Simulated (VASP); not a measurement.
# Lu2NF3 (P-4m2) in VASP: relaxation of cell and atoms with PBE

Aim: the relaxation of cell and atoms of Lu2NF3 with PBE.

Program: VASP 6.6.1. These are calculated values, not measurements. Logs are shortened: lines on timing, memory, paths and dates and some standing lists are left out, and cuts for length are marked.

### 1 The cell of the first run

It takes space group P-4m2 (No. 115, tetragonal). The conventional cell has a = 3.453 Å, b = 3.453 Å, c = 7.621 Å, α = 90.00°, β = 90.00°, γ = 90.00°. Within 3.5 Å of Lu (site symmetry 2mm) lie 7 F at 2.61 to 2.69 Å and 2 N at 2.65 Å and 4 Lu at 3.45 Å. N (site symmetry -4m2) has 4 F at 2.44 Å and 4 Lu at 2.65 Å within 3.2 Å. F (site symmetry -4m2) has 4 N at 2.44 Å and 4 Lu at 2.65 Å within 3.2 Å. F (site symmetry 2mm) has 5 Lu at 2.61 to 2.69 Å and 10 F at 3.02 to 3.45 Å and 2 N at 3.39 Å within 3.5 Å.

The cell was built from a structure type or drawn by symmetry, and may not be a known phase.

### 2 Relaxation of cell and atoms, PBE

File INCAR:

```
SYSTEM = Lu2NF3
PREC = Accurate ; ENCUT = 600
EDIFF = 1E-6 ; ISMEAR = 0
SIGMA = 0.1 ; LREAL = .False.
LASPH = .True. ; NELM = 80
ALGO = Normal ; ISIF = 3
LWAVE = .False. ; LCHARG = .False.
GGA = PE ; IBRION = 2
NSW = 90 ; EDIFFG = -0.04
```

File KPOINTS:

```
regular mesh
0
Gamma
  6 6 2
  0 0 0
```

File POSCAR:

```
Lu2NF3
1.0
    3.4528844300      0.0000000000      0.0000000000
    0.0000000000      3.4528844300      0.0000000000
    0.0000000000      0.0000000000      7.6210742500
Lu N F
2 1 3
Direct
    0.0000000000      0.5000000000      0.7365000200
    0.5000000000      0.0000000000      0.2634999800
    0.0000000000      0.0000000000      0.0000000000
    0.5000000000      0.5000000000      0.0000000000
    0.0000000000      0.5000000000      0.3835000100
    0.5000000000      0.0000000000      0.6164999900
```

Potentials or basis: VASP PAW PBE potentials, release 64 (Lu, N, F).

Run with:

```
> cat potpaw_PBE.64/Lu/POTCAR potpaw_PBE.64/N/POTCAR potpaw_PBE.64/F/POTCAR > POTCAR
> mpirun -np 1 vasp_std > vasp.out
```

OUTCAR:

```text
SYSTEM = Lu2NF3
   PREC = Accurate
   ENCUT = 600
   EDIFF = 1E-6
   ISMEAR = 0
   LREAL = .False.
   LASPH = .True.
   NELM = 80
   ISIF = 3
   GGA = PE
   IBRION = 2
   NSW = 90
   EDIFFG = -0.04

 ion  position               nearest neighbor table
   1  0.000  0.500  0.737-   6 2.61   6 2.61   6 2.61   6 2.61   4 2.65   4 2.65   3 2.65   3 2.65
                             5 2.69
   2  0.500  0.000  0.263-   5 2.61   5 2.61   5 2.61   5 2.61   4 2.65   3 2.65   3 2.65   4 2.65
                             6 2.69
   3  0.000  0.000  0.000-   1 2.65   2 2.65   1 2.65   2 2.65
   4  0.500  0.500  0.000-   1 2.65   2 2.65   2 2.65   1 2.65
   5  0.000  0.500  0.384-   2 2.61   2 2.61   2 2.61   2 2.61   1 2.69
   6  0.500  0.000  0.616-   1 2.61   1 2.61   1 2.61   1 2.61   2 2.69

  LATTYP: Found a simple tetragonal cell.
 ALAT       =     3.4528844300
 C/A-ratio  =     2.2071616947

  Lattice vectors:

 A1 = (   3.4528844300,   0.0000000000,   0.0000000000)
 A2 = (   0.0000000000,   3.4528844300,   0.0000000000)
 A3 = (   0.0000000000,   0.0000000000,   7.6210742500)

Analysis of symmetry for initial positions (statically):
=====================================================================
 Subroutine PRICEL returns:
 Original cell was already a primitive cell.

 Routine SETGRP: Setting up the symmetry group for a
 simple tetragonal supercell.

 Subroutine GETGRP returns: Found  8 space group operations
 (whereof  8 operations were pure point group operations)
 out of a pool of 16 trial point group operations.

The static configuration has the point symmetry D_2d.

Analysis of symmetry for dynamics (positions and initial velocities):
=====================================================================
 Subroutine PRICEL returns:
 Original cell was already a primitive cell.

 Routine SETGRP: Setting up the symmetry group for a
 simple tetragonal supercell.

 Subroutine GETGRP returns: Found  8 space group operations
 (whereof  8 operations were pure point group operations)
 out of a pool of 16 trial point group operations.

The dynamic configuration has the point symmetry D_2d.

 Subroutine INISYM returns: Found  8 space group operations
 (whereof  8 operations are pure point group operations),
 and found     1 'primitive' translations

----------------------------------------------------------------------------------------

                                     Primitive cell

  volume of cell :      90.8616

  direct lattice vectors                    reciprocal lattice vectors
     3.452884430  0.000000000  0.000000000     0.289612937  0.000000000  0.000000000
[... 112 lines left out ...]
  Thomas-Fermi vector in A             =   2.648278
   LORBIT       =      0    0 simple, 1 ext, 2 COOP (PROOUT), +10 PAW based schemes
   GGA     = PE    functional components
   LHFCALC =     F    Hartree Fock is set to
   AEXX    =    0.0000 exact exchange contribution
   IVDW    =     0    specifies the selected vdW correction
   LEPSILON=     F    determine dielectric tensor
   LRPA    =     F    only Hartree local field effects (RPA)
 conjugate gradient relaxation of ions
 non-spin polarized calculation
 Gauss-broadening in eV      SIGMA  =   0.10
  energy-cutoff  :      600.00
  volume of cell :       90.86
 maximum number of plane-waves:      3054
 NGX is ok and might be reduce to    28
   NGX = 13   NGY = 13   NGZ = 31

--------------------------------------- Ionic step        1  -------------------------------------------

 number of electron      75.9999959 magnetization

 Free energy of the ion-electron system (eV)
  ---------------------------------------------------
  ext. energy  EPLUGINS =         0.00000000
  ---------------------------------------------------
  free energy    TOTEN  =       -33.18056346 eV

  energy without entropy =      -33.15045880  energy(sigma->0) =      -33.16551113

------------------------ aborting loop because EDIFF is reached ----------------------------------------

  FORCE on cell =-STRESS in cart. coord.  units (eV):
  Direction    XX          YY          ZZ          XY          YZ          ZX
  --------------------------------------------------------------------------------------
  -------------------------------------------------------------------------------------
  Total        0.8648334      0.8648334    -22.8604227      0.0000000     -0.0000000      0.0000000
  in kB       15.2497511     15.2497511   -403.1016353      0.0000000     -0.0000000      0.0000000
  external PRESSURE =    -124.2007110 kB  Pullay stress =       0.0000000 kB
[... 67 lines left out ...]
--------------------------------------- Ionic step        3  -------------------------------------------

 number of electron      75.9999984 magnetization

 E-fermi :   4.2837     XC(G=0): -11.8800

 val. band max:        3.7985905408   @ k =   0.3333   0.3333   0.5000
 cond. band min:       5.3072002026   @ k =   0.0000   0.0000   0.0000
 fundamental gap:      1.5086096618
 Fermi energy:         4.2836797384

 k-point     1 :       0.0000    0.0000    0.0000
  band No.  band energies     occupation
      1     -51.3146      2.00000
      2     -51.2930      2.00000
      3     -23.5804      2.00000
      4     -22.3040      2.00000
      5     -22.3040      2.00000
      6     -22.0374      2.00000
[... 982 lines left out ...]
  FREE ENERGIE OF THE ION-ELECTRON SYSTEM (eV)
  ---------------------------------------------------
  free  energy   TOTEN  =       -39.6739409506 eV

  energy  without entropy=      -39.6739409506  energy(sigma->0) =      -39.67394095

[... ionic steps 4 to 14 ...]

--------------------------------------- Ionic step       15  -------------------------------------------

 number of electron      76.0000012 magnetization

------------------------ aborting loop because EDIFF is reached ----------------------------------------
[... 75 lines left out ...]
--------------------------------------- Ionic step       17  -------------------------------------------

 number of electron      76.0000011 magnetization

 Free energy of the ion-electron system (eV)
  ---------------------------------------------------
  ext. energy  EPLUGINS =         0.00000000
  ---------------------------------------------------
  free energy    TOTEN  =       -40.67921089 eV

  energy without entropy =      -40.67921089  energy(sigma->0) =      -40.67921089

 E-fermi :   3.1997     XC(G=0): -10.7460

 val. band max:        2.6086480676   @ k =   0.5000   0.5000   0.0000
 cond. band min:       4.1174391830   @ k =   0.0000   0.0000   0.0000
 fundamental gap:      1.5087911154
 Fermi energy:         3.1997317446

 k-point     1 :       0.0000    0.0000    0.0000
  band No.  band energies     occupation
      1     -53.0051      2.00000
      2     -52.9853      2.00000
      3     -24.8607      2.00000
      4     -24.0349      2.00000
      5     -24.0349      2.00000
      6     -23.8142      2.00000
[... 982 lines left out ...]
  FREE ENERGIE OF THE ION-ELECTRON SYSTEM (eV)
  ---------------------------------------------------
  free  energy   TOTEN  =       -40.6792108948 eV

  energy  without entropy=      -40.6792108948  energy(sigma->0) =      -40.67921089

 reached required accuracy - stopping structural energy minimisation
```

OSZICAR:

```text
N       E                     dE             d eps       ncg     rms          rms(c)
DAV:   1     0.793939343067E+03    0.79394E+03   -0.33954E+04  2773   0.607E+03
DAV:   2     0.116616125072E+03   -0.67732E+03   -0.64726E+03  2216   0.920E+02
[... 212 lines left out ...]
DAV:   2    -0.406797829519E+02   -0.30492E-02   -0.46294E-02  2195   0.156E+00    0.177E-01
DAV:   3    -0.406793511966E+02    0.43176E-03   -0.18374E-03  3142   0.638E-01    0.939E-02
DAV:   4    -0.406791792976E+02    0.17190E-03   -0.67088E-04  3170   0.479E-01    0.176E-02
DAV:   5    -0.406792089713E+02   -0.29674E-04   -0.33834E-04  2304   0.153E-01    0.113E-02
DAV:   6    -0.406792103257E+02   -0.13545E-05   -0.16724E-05  2782   0.443E-02    0.668E-03
DAV:   7    -0.406792108948E+02   -0.56904E-06   -0.14509E-06  1514   0.196E-02
  17 F= -.40679211E+02 E0= -.40679211E+02  d E =-.490369E-03
```

CONTCAR:

```text
Lu2NF3
   1.00000000000000
     3.8865490539248673   -0.0000000000000000    0.0000000000000000
     0.0000000000000000    3.8865490539248673    0.0000000000000000
     0.0000000000000000   -0.0000000000000000    5.5806888558186225
  Lu              N               F
     2     1     3
Direct
     1.0000000000000000    0.5000000000000000    0.8008093382604479
     0.5000000000000000    1.0000000000000000    0.1991906617395520
     0.0000000000000000    1.0000000000000000    0.0000000000000000
     0.5000000000000000    0.5000000000000000    0.0000000000000000
     0.0000000000000000    0.5000000000000000    0.4144941258570399
     0.5000000000000000    1.0000000000000000    0.5855058741429602

  0.00000000E+00  0.00000000E+00  0.00000000E+00
  0.00000000E+00  0.00000000E+00  0.00000000E+00
  0.00000000E+00  0.00000000E+00  0.00000000E+00
  0.00000000E+00  0.00000000E+00  0.00000000E+00
  0.00000000E+00  0.00000000E+00  0.00000000E+00
  0.00000000E+00  0.00000000E+00  0.00000000E+00
```

Run time: 51 min. Hardware: 1 thread of Intel Xeon 8259CL, shared host; peak memory 0.29 GiB.

Results:

```yaml
Free_energy: -40.6792 eV
Relaxed_volume: 14.05 Å³/atom
Relaxed_cell: a = 3.887 Å, b = 3.887 Å, c = 5.581 Å, α = 90.00°, β = 90.00°, γ = 90.00°
Space_group_after_relaxing_to_0.1_Å: P-4m2 (No. 115)
Energy_gained_by_relaxing: 1249.8 meV/atom
Ionic_steps: 17
Pressure_after_relaxing: 0.1 GPa
Largest_force_after_relaxing: 0.008 eV/Å
Band_gap_on_the_k_mesh: 1.51 eV (least direct gap 2.60 eV)
```

Forces on the atoms (eV/Å):
```
Lu   0.000  0.000 -0.004
Lu   0.000  0.000  0.004
N    0.000  0.000  0.000
F    0.000  0.000  0.000
F    0.000  0.000  0.008
F    0.000  0.000 -0.008
```

Step by step:
| step | energy change (eV) | largest force (eV/Å) | pressure (GPa) | volume (Å³) |
| --- | --- | --- | --- | --- |
| 1 | 0.0000 | 4.5272 | -12.42 | 90.86 |
| 2 | -5.9014 | 3.8999 | 1.07 | 75.20 |
| 3 | -6.4934 | 1.2733 | 15.69 | 70.32 |
| 4 | -7.3113 | 0.8187 | 1.99 | 80.15 |
| 5 | -7.3226 | 0.9153 | -0.50 | 82.61 |
| 6 | -7.3251 | 0.8911 | 0.21 | 81.99 |
| 7 | -7.4353 | 0.5540 | -1.71 | 83.38 |
| 8 | -7.4365 | 0.5225 | -1.68 | 83.52 |
| 9 | -7.4685 | 0.4603 | 1.95 | 82.13 |
| 10 | -7.4698 | 0.4592 | 1.42 | 82.35 |
| 11 | -7.4907 | 0.2404 | 0.85 | 83.37 |
| 12 | -7.4908 | 0.2145 | 0.86 | 83.33 |
| 13 | -7.4965 | 0.1260 | -0.72 | 84.61 |
| 14 | -7.4965 | 0.1303 | -0.53 | 84.46 |
| 15 | -7.4981 | 0.1019 | 0.03 | 84.29 |
| 16 | -7.4982 | 0.0835 | 0.03 | 84.32 |
| 17 | -7.4986 | 0.0079 | 0.09 | 84.30 |

Final structure:
```cif
data_structure
_symmetry_space_group_name_H-M 'P 1'
_symmetry_Int_Tables_number 1
_cell_length_a 3.8865
_cell_length_b 3.8865
_cell_length_c 5.5807
_cell_angle_alpha 90.000
_cell_angle_beta 90.000
_cell_angle_gamma 90.000
_cell_volume 84.30
loop_
_atom_site_label
_atom_site_type_symbol
_atom_site_fract_x
_atom_site_fract_y
_atom_site_fract_z
_atom_site_occupancy
Lu1 Lu 0.00000 0.50000 0.80081 1
Lu2 Lu 0.50000 0.00000 0.19919 1
N1 N 0.00000 0.00000 0.00000 1
F1 F 0.50000 0.50000 0.00000 1
F2 F 0.00000 0.50000 0.41449 1
F3 F 0.50000 0.00000 0.58551 1
```

Caveat: a cell axis changed by over 15 % at a fixed basis, so the end point is rough; spin-orbit coupling is left out, which moves the levels of the heavy elements.
